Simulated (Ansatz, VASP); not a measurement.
# As in VASP and in Ansatz

```
As
1.0
     1.83276    1.05814    3.48577
    -1.83276    1.05814    3.48577
     0.00000   -2.11628    3.48577
As
2
Direct
  0.22754 0.22754 0.22754
  0.77246 0.77246 0.77246
```

Change from the starting cell: strain -0.0250 x Voigt [1, 1, 0, 0, 0, 0], atoms carried along.

Alike in both runs: task single point; functional PBEsol; k mesh 18 × 18 × 18; occupations gaussian, width 0.15 eV; no spin polarisation.

|  | VASP | Ansatz |
| --- | --- | --- |
| version | VASP 6.6.1 | Ansatz 0.2.0 |
| potentials or method | VASP PAW PBE potentials, release 64 (As), cutoff 520 eV | scalar-relativistic, plane waves, PAW |
| valence electrons in the cell | 10 | 30 |

|  | VASP | Ansatz | Ansatz less VASP |
| --- | --- | --- | --- |
| gap on the k mesh at the Fermi level (eV) | none | none | - |
| pressure (GPa) | 5.5 | 4.9 | -0.56 |
| traceless stress, the component that is largest in VASP (GPa) | -2.14 | -2.02 | +0.120 |
| rms of the force components (eV/Å) | 0.340 | 0.291 | -0.0489 |

VASP's potentials were made for PBE, not for PBEsol. Atom by atom the forces differ by 0.049 eV/Å (rms over components). A gap of «none» marks a metal or a gap that the smearing closes. VASP's potentials hold 10 valence electrons a cell and Ansatz's 30, so a difference there can come from the potentials and not from the codes.
